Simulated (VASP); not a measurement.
Here is a VASP 6.6.1 calculation.

Contents of INCAR:

```
ALGO     = Normal         # electronic algorithm
EDIFF    = 1E-6           # SCF threshold, eV
ENCUT    = 520            # plane-wave cutoff, eV
GGA      = PE             # functional
ISIF     = 2              # what is computed and relaxed
ISMEAR   = 0              # smearing method
LASPH    = T              # aspherical terms in the spheres
LCHARG   = F              # write CHGCAR
LREAL    = F              # projectors in reciprocal space
LWAVE    = F              # write WAVECAR
NBANDS   = 28             # bands
NELM     = 60             # most SCF steps
PREC     = Accurate       # precision mode
SIGMA    = 0.1            # smearing width, eV
```

Contents of KPOINTS:

```
k-points
0
Gamma
  8 8 8
```

Contents of POSCAR:

```
Hf2F3
1.0
    4.3695348630      0.0000000000      0.0000000000
    0.0000000000      4.3695348630      0.0000000000
    0.0000000000      0.0000000000      4.3695348630
Hf F
2 3
Direct
    0.5000000000      0.5000000000      0.5000000000
    0.0000000000      0.0000000000      0.0000000000
    0.0000000000      0.5000000000      0.5000000000
    0.5000000000      0.0000000000      0.5000000000
    0.5000000000      0.5000000000      0.0000000000
```

Potentials or basis: VASP PAW PBE potentials, release 64 (Hf_pv, F).

The run is started by

```sh
$ cat potpaw_PBE.64/Hf_pv/POTCAR potpaw_PBE.64/F/POTCAR > POTCAR
$ mpirun -np 1 vasp_std > vasp.out
```

What does it give for the pressure?

-1.5 GPa.

Caveat: an odd number of electrons without spin polarisation forces a metal; a magnetic or distorted state may lie lower.
